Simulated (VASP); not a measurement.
# Si (P6_3/mmc) in VASP: a series of runs, part 2 of 2

VASP 6.6.1.

**3. Single point, LDA**

This run uses another cell than the first one, of 13.83 Å³/atom, 0.921 times its volume.

The input, INCAR:

```
ALGO = Normal
EDIFF = 1E-6
ENCUT = 520
ISIF = 2
ISMEAR = -1
LASPH = True
LCHARG = False
LREAL = False
LWAVE = False
NBANDS = 11
NELM = 100
PREC = Accurate
SIGMA = 0.1
```

The input, KPOINTS:

```
k-points
0
Gamma
  22 22 12
```

The input, POSCAR:

```
Si
1.0
    2.6656454275      0.0000000000      0.0000000000
   -1.3328227137      2.3085166577      0.0000000000
    0.0000000000      0.0000000000      4.4964330871
Si
2
Direct
    0.3333333333      0.6666666667      0.2500000000
    0.6666666667      0.3333333333      0.7500000000
```

Potentials or basis: VASP PAW LDA potentials, release 64 (Si).

Run with:

```bash
$ cat potpaw_LDA.64/Si/POTCAR > POTCAR
$ mpirun -np 1 vasp_std > vasp.out
```

OUTCAR:

```text
EDIFF = 1E-6
   ENCUT = 520
   ISIF = 2
   ISMEAR = -1
   LASPH = True
   LREAL = False
   NELM = 100
   PREC = Accurate

 ion  position               nearest neighbor table
   1  0.333  0.667  0.250-   2 2.72   2 2.72   2 2.72   2 2.72   2 2.72   2 2.72
   2  0.667  0.333  0.750-   1 2.72   1 2.72   1 2.72   1 2.72   1 2.72   1 2.72

  LATTYP: Found a hexagonal cell.
 ALAT       =     2.6656454275
 C/A-ratio  =     1.6868083957

  Lattice vectors:

 A1 = (   2.6656454275,   0.0000000000,   0.0000000000)
 A2 = (  -1.3328227137,   2.3085166577,   0.0000000000)
 A3 = (   0.0000000000,   0.0000000000,   4.4964330871)

Analysis of symmetry for initial positions (statically):
=====================================================================
 Subroutine PRICEL returns:
 Original cell was already a primitive cell.

 Routine SETGRP: Setting up the symmetry group for a
 hexagonal supercell.

 Subroutine GETGRP returns: Found 24 space group operations
 (whereof 12 operations were pure point group operations)
 out of a pool of 24 trial point group operations.

The static configuration has the point symmetry D_3d.
 The point group associated with its full space group is D_6h.

Analysis of symmetry for dynamics (positions and initial velocities):
=====================================================================
 Subroutine PRICEL returns:
 Original cell was already a primitive cell.

 Routine SETGRP: Setting up the symmetry group for a
 hexagonal supercell.

 Subroutine GETGRP returns: Found 24 space group operations
 (whereof 12 operations were pure point group operations)
 out of a pool of 24 trial point group operations.

The dynamic configuration has the point symmetry D_3d.
 The point group associated with its full space group is D_6h.

 Subroutine INISYM returns: Found 24 space group operations
 (whereof 12 operations are pure point group operations),
 and found     1 'primitive' translations

----------------------------------------------------------------------------------------

                                     Primitive cell

  volume of cell :      27.6696

  direct lattice vectors                    reciprocal lattice vectors
     2.665645427  0.000000000  0.000000000     0.375143667  0.216589297  0.000000000
    -1.332822714  2.308516658  0.000000000     0.000000000  0.433178594  0.000000000
     0.000000000  0.000000000  4.496433087     0.000000000  0.000000000  0.222398506

  length of vectors
     2.665645427  2.665645427  4.496433087     0.433178594  0.433178594  0.222398506

  position of ions in fractional coordinates (direct lattice)
     0.333333333  0.666666667  0.250000000
     0.666666667  0.333333333  0.750000000

  ion indices of the primitive-cell ions
   primitive index   ion index
                 1           1
                 2           2

----------------------------------------------------------------------------------------

 KPOINTS: k-points

Automatic generation of k-mesh.
 Grid dimensions read from file:
 generate k-points for:   22   22   12

 Generating k-lattice:

  Cartesian coordinates                     Fractional coordinates (reciprocal lattice)
     0.017051985  0.009844968  0.000000000     0.045454545  0.000000000  0.000000000
     0.000000000  0.019689936  0.000000000     0.000000000  0.045454545  0.000000000
     0.000000000  0.000000000  0.018533209     0.000000000  0.000000000  0.083333333

[... 39 lines left out ...]
   number of dos      NEDOS =    301   number of ions     NIONS =      2
   total plane-waves  NPLWV =  14400
   dimension x,y,z NGX =    20 NGY =   20 NGZ =   36
   dimension x,y,z NGXF=    40 NGYF=   40 NGZF=   72
   ions per type =               2
   NGX,Y,Z   is equivalent  to a cutoff of  12.47, 12.47, 13.31 a.u.
   NGXF,Y,Z  is equivalent  to a cutoff of  24.95, 24.95, 26.62 a.u.
 SYSTEM =  unknown system
   PREC   = accura    normal or accurate (medium, high low for compatibility)
   ISTART =      0    job   : 0-new  1-cont  2-samecut
   ICHARG =      2    charge: 1-file 2-atom 10-const
   ISPIN  =      1    spin polarized calculation?
   LNONCOLLINEAR =      F non collinear calculations
   LSORBIT =      F    spin-orbit coupling
   LASPH  =      T    aspherical Exc in radial PAW
   ENCUT  =  520.0 eV  38.22 Ry    6.18 a.u.   4.96  4.96  8.36*2*pi/ulx,y,z
   NELM   =    100;   NELMIN=  2; NELMDL= -5     # of ELM steps
   EDIFF  = 0.1E-05   stopping-criterion for ELM
   LREAL  =      F    real-space projection
   EDIFFG = 0.1E-04   stopping-criterion for IOM
   NSW    =      0    number of steps for IOM
   IBRION =     -1    ionic relax: 0-MD 1-quasi-New 2-CG
   NFREE  =      0    steps in history (QN), initial steepest desc. (CG)
   ISIF   =      2    stress and relaxation
   ISYM   =      2    0-nonsym 1-usesym 2-fastsym
   POTIM  = 0.5000    time-step for ionic-motion
   TEBEG  =    0.0;   TEEND  =   0.0 temperature during run
   PSTRESS=    0.0 pullay stress
   NELECT =       8.0000    total number of electrons
   NUPDOWN=      -1.0000    fix difference up-down
   EMIN   =  10.00;   EMAX   =-10.00  energy-range for DOS
   EFERMI =   0.00;   METHOD = LEGACY
   ISMEAR =    -1;   SIGMA  =   0.10  broadening in eV -4-tet -1-fermi 0-gaus
   EFERMI_NEDOS =   21; number of points for ismear=-14 and -15
   IALGO  =     38    algorithm
   IMIX   =      4    mixing-type and parameters
     AMIX     =   0.40;   BMIX     =  1.00
     AMIX_MAG =   1.60;   BMIX_MAG =  1.00
  volume/ion in A,a.u.               =      13.83        93.36
  Fermi-wavevector in a.u.,A,eV,Ry     =   1.082523  2.045671 15.944059  1.171855
  Thomas-Fermi vector in A             =   2.218566
   LORBIT       =      0    0 simple, 1 ext, 2 COOP (PROOUT), +10 PAW based schemes
   GGA     = CA    functional components
   LHFCALC =     F    Hartree Fock is set to
   AEXX    =    0.0000 exact exchange contribution
   IVDW    =     0    specifies the selected vdW correction
   LEPSILON=     F    determine dielectric tensor
   LRPA    =     F    only Hartree local field effects (RPA)
 non-spin polarized calculation
  energy-cutoff  :      520.00
  volume of cell :       27.67
 maximum number of plane-waves:       768
 NGX is ok and might be reduce to    20
   NGX =  9   NGY =  9   NGZ = 17

 number of electron       8.0000001 magnetization

 Free energy of the ion-electron system (eV)
  ---------------------------------------------------
  ext. energy  EPLUGINS =         0.00000000
  ---------------------------------------------------
  free energy    TOTEN  =       -11.09422213 eV

  energy without entropy =      -11.06776276  energy(sigma->0) =      -11.08099244

 E-fermi :  10.7494     XC(G=0): -11.4460

 val. band max:       10.7473746986   @ k =   0.3636   0.2727   0.0000
 cond. band min:      10.7584777226   @ k =   0.2273   0.1818   0.3333
 fundamental gap:      0.0111030240
 Fermi energy:        10.7494270074

 k-point     1 :       0.0000    0.0000    0.0000
  band No.  band energies     occupation
      1      -4.0814      2.00000
      2       2.5468      2.00000
      3       3.4058      2.00000
      4      19.6660      0.00000
      5      19.6660      0.00000
      6      20.9820      0.00000
      7      20.9820      0.00000
      8      21.5511      0.00000
      9      21.8455      0.00000
     10      24.1453      0.00000
     11      24.8218      0.00000
[... 309 lines left out ...]
 k-point    24 :       0.1364    0.0909    0.0000
  band No.  band energies     occupation
      1      -3.0164      2.00000
      2       3.5937      2.00000
      3       4.4119      2.00000
      4      13.4402      0.00000
      5      14.6140      0.00000
      6      19.1192      0.00000
      7      19.7083      0.00000
      8      20.0050      0.00000
      9      21.4372      0.00000
     10      22.5921      0.00000
     11      23.4956      0.00000

 [... further k-points ...]

------------------------ aborting loop because EDIFF is reached ----------------------------------------

  FORCE on cell =-STRESS in cart. coord.  units (eV):
  Direction    XX          YY          ZZ          XY          YZ          ZX
  --------------------------------------------------------------------------------------
  -------------------------------------------------------------------------------------
  Total       -0.1211415     -0.1211415      0.1790484     -0.0000000     -0.0000000     -0.0000000
  in kB       -7.0145509     -7.0145509     10.3675836     -0.0000000     -0.0000000     -0.0000000
  external PRESSURE =      -1.2205060 kB  Pullay stress =       0.0000000 kB

 VOLUME and BASIS-vectors are now :
 -----------------------------------------------------------------------------
  energy-cutoff  :      520.00
  volume of cell :       27.67
      direct lattice vectors                 reciprocal lattice vectors
     2.665645427  0.000000000  0.000000000     0.375143667  0.216589297  0.000000000
    -1.332822714  2.308516658  0.000000000     0.000000000  0.433178594  0.000000000
     0.000000000  0.000000000  4.496433087     0.000000000  0.000000000  0.222398506

 POSITION                                       TOTAL-FORCE (eV/Angst)
 -----------------------------------------------------------------------------------
     -0.00000      1.53901      1.12411         0.000000      0.000000      0.000000
      1.33282      0.76951      3.37232        -0.000000      0.000000      0.000000
 -----------------------------------------------------------------------------------
    total drift:                                0.000000     -0.000000      0.000000

  FREE ENERGIE OF THE ION-ELECTRON SYSTEM (eV)
  ---------------------------------------------------
  free  energy   TOTEN  =       -11.0942221259 eV

  energy  without entropy=      -11.0677627615  energy(sigma->0) =      -11.08099244
```

It took 31 s on 1 thread of AMD EPYC 9R45 (Zen 5), shared host; peak memory 0.16 GiB.

Results:

| Quantity | Value |
| --- | --- |
| Free energy | -11.0942 eV |
| Pressure | -0.1 GPa |
| Band gap on the k mesh | zero (band 4 reaches 19.71 eV, above the bottom of band 5 at 7.28 eV) |

Stress tensor (GPa, compression positive):
```
-0.70  0.00  0.00
 0.00 -0.70  0.00
 0.00  0.00  1.04
```

Levels at points of the mesh, in eV from the Fermi level:
```csv
k point,band 1,band 2,band 3,band 4,band 5,band 6,band 7,band 8
"(0.00, 0.00, 0.00)",-14.83,-8.20,-7.34,8.92,8.92,10.23,10.23,10.80
"(0.50, 0.00, 0.00)",-8.42,-7.84,-1.89,-1.66,-1.45,-0.08,3.69,5.90
"(0.00, 0.00, 0.50)",-13.05,-13.05,0.68,0.68,10.27,10.27,10.27,10.27
"(0.50, 0.00, 0.50)",-6.70,-6.70,-6.11,-6.11,5.22,5.22,5.84,5.84
```
